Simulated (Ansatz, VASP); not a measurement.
# TaN in VASP and in Ansatz

```xyz
2
Lattice="2.9380 0.0000 0.0000 -1.4690 2.5444 0.0000 0.0000 0.0000 2.8830" Properties=species:S:1:pos:R:3 pbc="T T T"
Ta    0.0000    0.0000    1.4415
N     1.4690    0.8481    0.0000
```

Alike in both runs: functional LDA; k mesh 10 × 10 × 9; occupations fermi-dirac, width 0.05 eV; no spin polarisation; Hubbard terms Ta d U = 2.0 eV.

|  | VASP | Ansatz |
| --- | --- | --- |
| version | VASP 6.6.1 | Ansatz 0.2.0 |
| potentials or method | VASP PAW LDA potentials, release 64 (Ta_sv_GW, N) | Ansatz PAW |
| plane-wave cutoff (eV) | 600 | 420 |
| valence electrons in the cell | 18 | 18 |
| task | single point | band structure |

|  | VASP | Ansatz | Ansatz less VASP |
| --- | --- | --- | --- |
| gap on the k mesh at the Fermi level (eV) | none | none | - |
| pressure (GPa) | -4.1 | -9.9 | -5.85 |
| traceless stress, the component that is largest in VASP (GPa) | -0.46 | -1.46 | -0.998 |

LDA's correlation is that of Perdew and Zunger in VASP and of Perdew and Wang (1992) in Ansatz. The programs project onto different local orbitals, so the same U acts differently, and such runs can settle in different states. A gap of «none» marks a metal or a gap that the smearing closes.

Neither program's run includes spin-orbit coupling.
